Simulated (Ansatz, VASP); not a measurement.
**Zr: VASP beside Ansatz**

INCAR

```
  PREC = Accurate
  ENCUT = 520
  EDIFF = 1E-6
  ISMEAR = 0
  SIGMA = 0.15
  LREAL = False
  LASPH = True
  NELM = 100
  ALGO = Fast
  ISIF = 2
  LWAVE = False
  LCHARG = False
  GGA = CA
  NBANDS = 12
```

The input KPOINTS:

```
Automatic mesh
0
Gamma
  18 18 18
```

Contents of POSCAR:

```
Zr
1.0
    0.0000000000      2.0858750000      2.2550000000
    2.2550000000      0.0000000000      2.2550000000
    2.2550000000      2.0858750000      0.0000000000
Zr
1
Direct
    0.0000000000      0.0000000000      0.0000000000
```

Input for Ansatz:

```yaml
crystal:
  lattice:
    - [0.0, 2.085875, 2.255]
    - [2.255, 0.0, 2.255]
    - [2.255, 2.085875, 0.0]
  atoms:
    - { symbol: Zr, position: [0.0, 0.0, 0.0] }
basis:
  ecutwfc: 420
kpoints:
  mp_grid: { grid: [18, 18, 18] }
hamiltonian:
  xc: lda
scf:
  occupations: { method: gaussian, width: 0.15 }
output:
  forces: true
  stress: true
  eigenvalues: true
```

Change from the starting cell: strain -0.0750 x Voigt [0, 1, 0, 0, 0, 0], atoms carried along.

Alike in both runs: task single point; functional LDA; k mesh 18 × 18 × 18; occupations gaussian, width 0.15 eV; no spin polarisation.

|  | VASP | Ansatz |
| --- | --- | --- |
| version | VASP 6.6.1 | Ansatz 0.2.0 |
| potentials or method | VASP PAW LDA potentials, release 64 (Zr_sv), cutoff 520 eV | scalar-relativistic, plane waves, PAW |
| valence electrons in the cell | 12 | 12 |

|  | VASP | Ansatz | Ansatz less VASP |
| --- | --- | --- | --- |
| gap on the k mesh at the Fermi level (eV) | none | none | - |
| pressure (GPa) | 1.6 | 1.5 | -0.08 |
| traceless stress, the component that is largest in VASP (GPa) | 1.10 | 1.13 | +0.024 |

LDA's correlation is that of Perdew and Zunger in VASP and of Perdew and Wang (1992) in Ansatz. A gap of «none» marks a metal or a gap that the smearing closes.
